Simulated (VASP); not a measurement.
Runs of VASP 6.6.1 on Bi2H3. The structure is that of space group P6/mmm (No. 191), or close to it. The cells are those of the table. 

| task | cell | k mesh | cutoff (eV) | gap on the mesh (eV) | pressure (GPa) | relaxed volume (Å³/atom) |
| --- | --- | --- | --- | --- | --- | --- |
| single point | a = 5.369, b = 5.369, c = 4.076 Å, angles 90.0, 90.0, 120.0°, 5 atoms | 12 × 12 × 10 | 520 | none | -0.1 | - |
| relaxation of cell and atoms | relaxed from a = 5.305, b = 5.305, c = 4.114 Å, angles 90.0, 90.0, 120.0°, 5 atoms | 12 × 12 × 10 | 600 | none | 0.0 | (a) |
| relaxation of cell and atoms | relaxed from a = 4.426, b = 4.426, c = 4.600 Å, angles 90.0, 90.0, 120.0°, 5 atoms | 6 × 6 × 4 | 600 | none | 0.0 | 20.03 |
| single point | a = 5.305, b = 5.305, c = 4.114 Å, angles 90.0, 90.0, 120.0°, 5 atoms | 6 × 6 × 4 | 520 | none | 0.0 | - |
| single point | a = 4.426, b = 4.426, c = 4.600 Å, angles 90.0, 90.0, 120.0°, 5 atoms | 6 × 6 × 4 | 520 | none | 25.4 | - |

Alike in all rows: level PBE; potentials or basis VASP PAW PBE potentials, release 64 (Bi_d, H); no spin polarisation; smearing gaussian 0.1 eV.

Question: Estimate the missing entries.

Answer: (a) 20.35.

Caveats: some runs use coarse meshes; spin-orbit coupling is left out, which moves the levels of the heavy elements; the volume moved by over 15 % at a fixed basis, so the end points are rough (some runs).

A k mesh can miss the band edges, and the runs leave out spin-orbit coupling on Bi.

A gap of «none» marks levels without a gap at the run's occupations.
